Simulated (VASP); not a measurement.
Here is a VASP 6.6.1 calculation.

File INCAR:

```
SYSTEM = MgCd2S3
PREC = Accurate
ENCUT = 520
EDIFF = 1E-6
ISMEAR = 0
SIGMA = 0.02
LREAL = .False.
LASPH = .True.
NELM = 60
ALGO = Normal
ISIF = 2
LWAVE = .False.
LCHARG = .False.
GGA = CA
NBANDS = 31
```

Contents of KPOINTS:

```
regular mesh
0
Gamma
  12 12 4
  0 0 0
```

Contents of POSCAR:

```
MgCd2S3
1.0
    3.8265591420      0.0000000000      0.0000000000
   -1.9132795710      3.3138974260      0.0000000000
    0.0000000000      0.0000000000      9.3808635501
Mg Cd S
1 2 3
Direct
    0.0000000000      0.0000000000      0.0000000000
    0.3333333333      0.6666666667      0.3288206439
    0.6666666667      0.3333333333      0.6711793561
    0.0000000000      0.0000000000      0.5000000000
    0.6666666667      0.3333333333      0.1558803438
    0.3333333333      0.6666666667      0.8441196562
```

Potentials or basis: VASP PAW LDA potentials, release 64 (Mg, Cd, S).

The run is started by

```sh
$ cat potpaw_LDA.64/Mg/POTCAR potpaw_LDA.64/Cd/POTCAR potpaw_LDA.64/S/POTCAR > POTCAR
$ mpirun -np 1 vasp_std > vasp.out
```

(1) What does it give for the largest force?

(2) Predict the band gap on the k mesh.

## Answers

(1) 0.137 eV/Å.

(2) 0.67 eV (least direct gap 1.22 eV).

Caveat: the cell stands under tension; semilocal functionals underestimate gaps, and a narrow one can read as zero.
